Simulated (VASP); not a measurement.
# Sb (P6/mmm) in VASP: notebook

Sb is run at these levels: PBE; tasks: single point.

Everything below comes from runs of VASP 6.6.1. Logs are shortened: lines on timing, memory, paths and dates and some standing lists are left out, and cuts for length are marked.

## (1) The cell of the first run

It takes space group P6/mmm (No. 191, hexagonal). The conventional cell has a = 4.083 Å, b = 4.083 Å, c = 2.420 Å, α = 90.00°, β = 90.00°, γ = 120.00°. Within 3.2 Å of Sb (site symmetry 6/mmm) lie 14 Sb at 2.42 to 2.65 Å. Sb (site symmetry -6m2) has 11 Sb at 2.36 to 2.65 Å within 3.1 Å.

## (2) Single point, PBE

INCAR

```
PREC     = Accurate       # precision mode
ENCUT    = 520            # plane-wave cutoff, eV
EDIFF    = 1E-7           # SCF threshold, eV
ISMEAR   = -1             # smearing method
SIGMA    = 0.1            # smearing width, eV
LREAL    = F              # projectors in reciprocal space
LASPH    = T              # aspherical terms in the spheres
NELM     = 60             # most SCF steps
ALGO     = Normal         # electronic algorithm
ISIF     = 2              # what is computed and relaxed
LWAVE    = F              # write WAVECAR
LCHARG   = F              # write CHGCAR
GGA      = PE             # functional
NBANDS   = 14             # bands
```

KPOINTS

```
Automatic mesh
0
Gamma
  9 9 12
```

POSCAR

```
Sb
1.0
    4.0827076968      0.0000000000      0.0000000000
   -2.0413538484      3.5357285816      0.0000000000
    0.0000000000      0.0000000000      2.4195736434
Sb
3
Direct
    0.0000000000      0.0000000000      0.0000000000
    0.3333333333      0.6666666667      0.5000000000
    0.6666666667      0.3333333333      0.5000000000
```

Potentials or basis: VASP PAW PBE potentials, release 64 (Sb).

Launch:

```console
cat potpaw_PBE.64/Sb/POTCAR > POTCAR
mpirun -np 1 vasp_std > vasp.out
```

OUTCAR:

```text
PREC = Accurate
   ENCUT = 520
   EDIFF = 1E-7
   ISMEAR = -1
   LREAL = F
   LASPH = T
   NELM = 60
   ISIF = 2
   GGA = PE

 ion  position               nearest neighbor table
   1  0.000  0.000  0.000-   2 2.65   3 2.65   2 2.65   3 2.65   2 2.65   2 2.65   3 2.65   3 2.65
                             3 2.65   3 2.65   2 2.65   2 2.65
   2  0.333  0.667  0.500-   3 2.36   3 2.36   3 2.36   1 2.65   1 2.65   1 2.65   1 2.65   1 2.65
                             1 2.65   3 3.38   3 3.38   3 3.38   3 3.38   3 3.38   3 3.38
   3  0.667  0.333  0.500-   2 2.36   2 2.36   2 2.36   1 2.65   1 2.65   1 2.65   1 2.65   1 2.65
                             1 2.65   2 3.38   2 3.38   2 3.38   2 3.38   2 3.38   2 3.38

  LATTYP: Found a hexagonal cell.
 ALAT       =     4.0827076968
 C/A-ratio  =     0.5926394499

  Lattice vectors:

 A1 = (   4.0827076968,   0.0000000000,   0.0000000000)
 A2 = (  -2.0413538484,   3.5357285816,   0.0000000000)
 A3 = (   0.0000000000,   0.0000000000,   2.4195736434)

Analysis of symmetry for initial positions (statically):
=====================================================================
 Subroutine PRICEL returns:
 Original cell was already a primitive cell.

 Routine SETGRP: Setting up the symmetry group for a
 hexagonal supercell.

 Subroutine GETGRP returns: Found 24 space group operations
 (whereof 24 operations were pure point group operations)
 out of a pool of 24 trial point group operations.

The static configuration has the point symmetry D_6h.

Analysis of symmetry for dynamics (positions and initial velocities):
=====================================================================
 Subroutine PRICEL returns:
 Original cell was already a primitive cell.

 Routine SETGRP: Setting up the symmetry group for a
 hexagonal supercell.

 Subroutine GETGRP returns: Found 24 space group operations
 (whereof 24 operations were pure point group operations)
 out of a pool of 24 trial point group operations.

The dynamic configuration has the point symmetry D_6h.

 Subroutine INISYM returns: Found 24 space group operations
 (whereof 24 operations are pure point group operations),
 and found     1 'primitive' translations

----------------------------------------------------------------------------------------

                                     Primitive cell

  volume of cell :      34.9274

  direct lattice vectors                    reciprocal lattice vectors
     4.082707697  0.000000000  0.000000000     0.244935487  0.141413570  0.000000000
    -2.041353848  3.535728582  0.000000000     0.000000000  0.282827139  0.000000000
     0.000000000  0.000000000  2.419573643     0.000000000  0.000000000  0.413295955

  length of vectors
     4.082707697  4.082707697  2.419573643     0.282827139  0.282827139  0.413295955

  position of ions in fractional coordinates (direct lattice)
     0.000000000  0.000000000  0.000000000
     0.333333333  0.666666667  0.500000000
     0.666666667  0.333333333  0.500000000

  ion indices of the primitive-cell ions
   primitive index   ion index
                 1           1
                 2           2
                 3           3

----------------------------------------------------------------------------------------

 KPOINTS: Automatic mesh

Automatic generation of k-mesh.
 Grid dimensions read from file:
 generate k-points for:    9    9   12

 Generating k-lattice:

  Cartesian coordinates                     Fractional coordinates (reciprocal lattice)
     0.027215054  0.015712619  0.000000000     0.111111111  0.000000000  0.000000000
     0.000000000  0.031425238  0.000000000     0.000000000  0.111111111  0.000000000
     0.000000000  0.000000000  0.034441330     0.000000000  0.000000000  0.083333333

  Length of vectors
     0.031425238  0.031425238  0.034441330

  Shift w.r.t. Gamma in fractional coordinates (k-lattice)
     0.000000000  0.000000000  0.000000000

 Subroutine IBZKPT returns following result:
 ===========================================

 Found     84 irreducible k-points:

 Following reciprocal coordinates:
            Coordinates               Weight
  0.000000  0.000000  0.000000      1.000000
  0.111111 -0.000000  0.000000      6.000000
  0.222222 -0.000000  0.000000      6.000000
  0.333333  0.000000  0.000000      6.000000
  0.444444 -0.000000  0.000000      6.000000
  0.111111  0.111111  0.000000      6.000000
[... 16 lines left out ...]
  0.333333  0.222222  0.083333     24.000000
  0.333333  0.333333  0.083333      4.000000
 [... further k-points ...]
   k-points           NKPTS =     84   k-points in BZ     NKDIM =     84   number of bands    NBANDS=     14
   number of dos      NEDOS =    301   number of ions     NIONS =      3
   total plane-waves  NPLWV =  16200
   dimension x,y,z NGX =    30 NGY =   30 NGZ =   18
   dimension x,y,z NGXF=    60 NGYF=   60 NGZF=   36
   ions per type =               3
   NGX,Y,Z   is equivalent  to a cutoff of  12.22, 12.22, 12.37 a.u.
   NGXF,Y,Z  is equivalent  to a cutoff of  24.43, 24.43, 24.74 a.u.
 SYSTEM =  unknown system
   PREC   = accura    normal or accurate (medium, high low for compatibility)
   ISTART =      0    job   : 0-new  1-cont  2-samecut
   ICHARG =      2    charge: 1-file 2-atom 10-const
   ISPIN  =      1    spin polarized calculation?
   LNONCOLLINEAR =      F non collinear calculations
   LSORBIT =      F    spin-orbit coupling
   LASPH  =      T    aspherical Exc in radial PAW
   ENCUT  =  520.0 eV  38.22 Ry    6.18 a.u.   7.59  7.59  4.50*2*pi/ulx,y,z
   NELM   =     60;   NELMIN=  2; NELMDL= -5     # of ELM steps
   EDIFF  = 0.1E-06   stopping-criterion for ELM
   LREAL  =      F    real-space projection
   EDIFFG = 0.1E-05   stopping-criterion for IOM
   NSW    =      0    number of steps for IOM
   IBRION =     -1    ionic relax: 0-MD 1-quasi-New 2-CG
   NFREE  =      0    steps in history (QN), initial steepest desc. (CG)
   ISIF   =      2    stress and relaxation
   ISYM   =      2    0-nonsym 1-usesym 2-fastsym
   POTIM  = 0.5000    time-step for ionic-motion
   TEBEG  =    0.0;   TEEND  =   0.0 temperature during run
   PSTRESS=    0.0 pullay stress
   NELECT =      15.0000    total number of electrons
   NUPDOWN=      -1.0000    fix difference up-down
   EMIN   =  10.00;   EMAX   =-10.00  energy-range for DOS
   EFERMI =   0.00;   METHOD = LEGACY
   ISMEAR =    -1;   SIGMA  =   0.10  broadening in eV -4-tet -1-fermi 0-gaus
   EFERMI_NEDOS =   21; number of points for ismear=-14 and -15
   IALGO  =     38    algorithm
   IMIX   =      4    mixing-type and parameters
     AMIX     =   0.40;   BMIX     =  1.00
     AMIX_MAG =   1.60;   BMIX_MAG =  1.00
  volume/ion in A,a.u.               =      11.64        78.57
  Fermi-wavevector in a.u.,A,eV,Ry     =   1.235141  2.334078 20.756687  1.525573
  Thomas-Fermi vector in A             =   2.369803
   LORBIT       =      0    0 simple, 1 ext, 2 COOP (PROOUT), +10 PAW based schemes
   GGA     = PE    functional components
   LHFCALC =     F    Hartree Fock is set to
   AEXX    =    0.0000 exact exchange contribution
   IVDW    =     0    specifies the selected vdW correction
   LEPSILON=     F    determine dielectric tensor
   LRPA    =     F    only Hartree local field effects (RPA)
 non-spin polarized calculation
  energy-cutoff  :      520.00
  volume of cell :       34.93
 maximum number of plane-waves:       963
   NGX = 15   NGY = 15   NGZ =  9

 number of electron      15.0000000 magnetization

 Free energy of the ion-electron system (eV)
  ---------------------------------------------------
  ext. energy  EPLUGINS =         0.00000000
  ---------------------------------------------------
  free energy    TOTEN  =        13.38217752 eV

  energy without entropy =       13.41387493  energy(sigma->0) =       13.39802623

 E-fermi :  25.4785     XC(G=0): -14.3015

 val. band max:       25.4521262857   @ k =   0.1111   0.1111   0.3333
 cond. band min:      25.4811436558   @ k =   0.1111  -0.0000   0.4167
 fundamental gap:      0.0290173700
 Fermi energy:        25.4785330783

 k-point     1 :       0.0000    0.0000    0.0000
  band No.  band energies     occupation
      1       1.6684      2.00000
      2      15.5623      2.00000
      3      15.5623      2.00000
      4      15.7194      2.00000
      5      15.7194      2.00000
      6      15.9526      2.00000
      7      15.9916      2.00000
      8      27.3294      0.00000
      9      33.0773      0.00000
     10      34.7896      0.00000
     11      36.1742      0.00000
     12      36.1742      0.00000
     13      37.4770      0.00000
     14      37.4770      0.00000

 k-point     2 :       0.1111   -0.0000    0.0000
  band No.  band energies     occupation
      1       1.8376      2.00000
      2      12.8168      2.00000
      3      14.0700      2.00000
      4      14.7218      2.00000
      5      17.3744      2.00000
      6      17.5153      2.00000
      7      18.8951      2.00000
      8      27.5592      0.00000
      9      33.0905      0.00000
     10      33.9784      0.00000
     11      35.0496      0.00000
     12      35.7255      0.00000
     13      36.9467      0.00000
     14      37.4008      0.00000

 k-point     3 :       0.2222   -0.0000    0.0000
  band No.  band energies     occupation
      1       2.3473      2.00000
      2      10.1980      2.00000
      3      12.8507      2.00000
      4      13.9017      2.00000
      5      19.2407      2.00000
      6      19.6402      2.00000
      7      22.1725      2.00000
      8      28.2344      0.00000
      9      31.9314      0.00000
     10      32.6878      0.00000
     11      33.2986      0.00000
     12      35.2538      0.00000
     13      35.5565      0.00000
     14      36.2336      0.00000

 k-point     4 :       0.3333    0.0000    0.0000
  band No.  band energies     occupation
      1       3.2029      2.00000
      2       7.9123      2.00000
      3      12.0158      2.00000
      4      13.3733      2.00000
      5      21.4847      2.00000
      6      21.9638      2.00000
      7      25.4105      1.32764
      8      29.3144      0.00000
      9      29.5060      0.00000
     10      29.9438      0.00000
     11      33.3373      0.00000
     12      34.2913      0.00000
     13      34.4543      0.00000
     14      34.7371      0.00000

 k-point     5 :       0.4444   -0.0000    0.0000
  band No.  band energies     occupation
      1       4.4111      2.00000
      2       5.9823      2.00000
      3      11.5916      2.00000
      4      13.1152      2.00000
      5      24.0790      2.00000
      6      24.4266      1.99995
      7      26.9502      0.00000
      8      26.9686      0.00000
      9      28.0747      0.00000
     10      30.7362      0.00000
     11      32.4273      0.00000
[... 276 lines left out ...]
 k-point    22 :       0.2222    0.2222    0.0833
  band No.  band energies     occupation
      1       3.9238      2.00000
      2       8.5876      2.00000
      3       8.6766      2.00000
      4      18.0551      2.00000
      5      18.1187      2.00000
      6      26.1245      0.00313
      7      26.1745      0.00190
      8      26.6044      0.00003
      9      27.6005      0.00000
     10      31.3547      0.00000
     11      31.4079      0.00000
     12      32.7202      0.00000
     13      34.6802      0.00000
     14      35.7171      0.00000

 k-point    23 :       0.3333    0.2222    0.0833
  band No.  band energies     occupation
      1       5.1356      2.00000
      2       6.7068      2.00000
      3       8.2748      2.00000
      4      17.7836      2.00000
      5      20.7462      2.00000
      6      23.6227      2.00000
      7      28.3520      0.00000
      8      28.6879      0.00000
      9      28.9171      0.00000
     10      29.9881      0.00000
     11      30.6997      0.00000
     12      31.0990      0.00000
     13      34.6584      0.00000
     14      35.1344      0.00000

 k-point    24 :       0.3333    0.3333    0.0833
  band No.  band energies     occupation
      1       6.4860      2.00000
      2       6.4860      2.00000
      3       6.6171      2.00000
      4      20.5796      2.00000
      5      20.6136      2.00000
      6      20.6136      2.00000
      7      29.7750      0.00000
      8      29.7750      0.00000
      9      29.8632      0.00000
     10      30.3150      0.00000
     11      30.3150      0.00000
     12      30.3600      0.00000
     13      34.2622      0.00000
     14      34.2733      0.00000

 [... further k-points ...]
[... 5 lines left out ...]
  --------------------------------------------------------------------------------------
  -------------------------------------------------------------------------------------
  Total       83.2153628     83.2153628     83.2036387      0.0000000      0.0000000      0.0000000
  in kB     3817.2274798   3817.2274797   3816.6896765      0.0000000      0.0000000      0.0000000
  external PRESSURE =    3817.0482120 kB  Pullay stress =       0.0000000 kB

 VOLUME and BASIS-vectors are now :
 -----------------------------------------------------------------------------
  energy-cutoff  :      520.00
  volume of cell :       34.93
      direct lattice vectors                 reciprocal lattice vectors
     4.082707697  0.000000000  0.000000000     0.244935487  0.141413570  0.000000000
    -2.041353848  3.535728582  0.000000000     0.000000000  0.282827139  0.000000000
     0.000000000  0.000000000  2.419573643     0.000000000  0.000000000  0.413295955

 POSITION                                       TOTAL-FORCE (eV/Angst)
 -----------------------------------------------------------------------------------
      0.00000      0.00000      0.00000        -0.000000      0.000000      0.000000
     -0.00000      2.35715      1.20979         0.000000      0.000000      0.000000
      2.04135      1.17858      1.20979        -0.000000      0.000000      0.000000
 -----------------------------------------------------------------------------------
    total drift:                                0.000000     -0.000000     -0.000000

  FREE ENERGIE OF THE ION-ELECTRON SYSTEM (eV)
  ---------------------------------------------------
  free  energy   TOTEN  =        13.3821775179 eV

  energy  without entropy=       13.4138749343  energy(sigma->0) =       13.39802623
```

It took 42 s on 1 thread of Intel Xeon 6975P-C, shared host; peak memory 0.16 GiB.

What came out:

```
Free energy : 13.3822 eV
Pressure    : 381.7 GPa
```

Caveat: spin-orbit coupling is left out, which moves the levels of the heavy elements.

## (3) Single point, PBE

INCAR

```
SYSTEM = Sb
PREC = Accurate
ENCUT = 520
EDIFF = 1E-6
ISMEAR = -1
SIGMA = 0.1
LREAL = .False.
LASPH = .True.
NELM = 60
ALGO = Normal
ISIF = 2
LWAVE = .False.
LCHARG = .False.
GGA = PE
NBANDS = 14
```

KPOINTS

```
Automatic mesh
0
Gamma
  9 9 12
  0 0 0
```

POSCAR

```
Sb
1.0
    4.0824791650      0.0000000000      0.0000000000
   -2.0412395825      3.5355306673      0.0000000000
    0.0000000000      0.0000000000      2.4193452371
Sb
3
Direct
    0.0000000000      0.0000000000      0.0000000000
    0.3333333333      0.6666666667      0.5000000000
    0.6666666667      0.3333333333      0.5000000000
```

Potentials or basis: VASP PAW PBE potentials, release 64 (Sb).

Launch:

```console
cat potpaw_PBE.64/Sb/POTCAR > POTCAR
mpirun -np 1 vasp_std > vasp.out
```

OUTCAR:

```text
SYSTEM = Sb
   PREC = Accurate
   ENCUT = 520
   EDIFF = 1E-6
   ISMEAR = -1
   LREAL = .False.
   LASPH = .True.
   NELM = 60
   ISIF = 2
   GGA = PE

 ion  position               nearest neighbor table
   1  0.000  0.000  0.000-   2 2.65   3 2.65   2 2.65   3 2.65   2 2.65   2 2.65   3 2.65   3 2.65
                             3 2.65   3 2.65   2 2.65   2 2.65
   2  0.333  0.667  0.500-   3 2.36   3 2.36   3 2.36   1 2.65   1 2.65   1 2.65   1 2.65   1 2.65
                             1 2.65   3 3.38   3 3.38   3 3.38   3 3.38   3 3.38   3 3.38
   3  0.667  0.333  0.500-   2 2.36   2 2.36   2 2.36   1 2.65   1 2.65   1 2.65   1 2.65   1 2.65
                             1 2.65   2 3.38   2 3.38   2 3.38   2 3.38   2 3.38   2 3.38

  LATTYP: Found a hexagonal cell.
 ALAT       =     4.0824791650
 C/A-ratio  =     0.5926166771

  Lattice vectors:

 A1 = (   4.0824791650,   0.0000000000,   0.0000000000)
 A2 = (  -2.0412395825,   3.5355306673,   0.0000000000)
 A3 = (   0.0000000000,   0.0000000000,   2.4193452371)

Analysis of symmetry for initial positions (statically):
=====================================================================
 Subroutine PRICEL returns:
 Original cell was already a primitive cell.

 Routine SETGRP: Setting up the symmetry group for a
 hexagonal supercell.
[... 189 lines left out ...]
     13      37.4831      0.00000
     14      37.4831      0.00000
[... 377 lines left out ...]
      1       6.4889      2.00000
      2       6.4889      2.00000
      3       6.6199      2.00000
      4      20.5847      2.00000
      5      20.6185      2.00000
      6      20.6185      2.00000
      7      29.7823      0.00000
      8      29.7823      0.00000
      9      29.8702      0.00000
     10      30.3203      0.00000
     11      30.3203      0.00000
     12      30.3654      0.00000
     13      34.2683      0.00000
     14      34.2683      0.00000

 [... further k-points ...]

------------------------ aborting loop because EDIFF is reached ----------------------------------------

  FORCE on cell =-STRESS in cart. coord.  units (eV):
  Direction    XX          YY          ZZ          XY          YZ          ZX
  --------------------------------------------------------------------------------------
  -------------------------------------------------------------------------------------
  Total       83.2557579     83.2557579     83.2535426     -0.0000000     -0.0000000      0.0000000
  in kB     3819.8686505   3819.8686505   3819.7670106     -0.0000000     -0.0000000      0.0000000
  external PRESSURE =    3819.8347705 kB  Pullay stress =       0.0000000 kB

 VOLUME and BASIS-vectors are now :
 -----------------------------------------------------------------------------
  energy-cutoff  :      520.00
  volume of cell :       34.92
      direct lattice vectors                 reciprocal lattice vectors
     4.082479165  0.000000000  0.000000000     0.244949199  0.141421486  0.000000000
    -2.041239582  3.535530667  0.000000000     0.000000000  0.282842972  0.000000000
     0.000000000  0.000000000  2.419345237     0.000000000  0.000000000  0.413334974

 POSITION                                       TOTAL-FORCE (eV/Angst)
 -----------------------------------------------------------------------------------
      0.00000      0.00000      0.00000        -0.000000      0.000000      0.000000
     -0.00000      2.35702      1.20967         0.000000      0.000000      0.000000
      2.04124      1.17851      1.20967        -0.000000     -0.000000     -0.000000
 -----------------------------------------------------------------------------------
    total drift:                                0.000000     -0.000000     -0.000000

  FREE ENERGIE OF THE ION-ELECTRON SYSTEM (eV)
  ---------------------------------------------------
  free  energy   TOTEN  =        13.3993534009 eV

  energy  without entropy=       13.4310518230  energy(sigma->0) =       13.41520261
```

It used 27 s of CPU time on 1 thread of Intel Xeon 6975P-C (shared host).

What came out:

```
Free energy : 13.3994 eV
Pressure    : 382.0 GPa
```

Levels at points of the mesh, in eV from the Fermi level:
```tsv
k point	band 5	band 6	band 7	band 8	band 9	band 10	band 11	band 12
(0.00, 0.00, 0.00)	-9.76	-9.53	-9.49	1.85	7.60	9.31	10.69	10.69
(0.00, 0.00, 0.50)	-5.31	-4.47	-3.36	-3.36	-1.69	-1.21	-1.21	0.23
```

Caveat: spin-orbit coupling is left out, which moves the levels of the heavy elements.
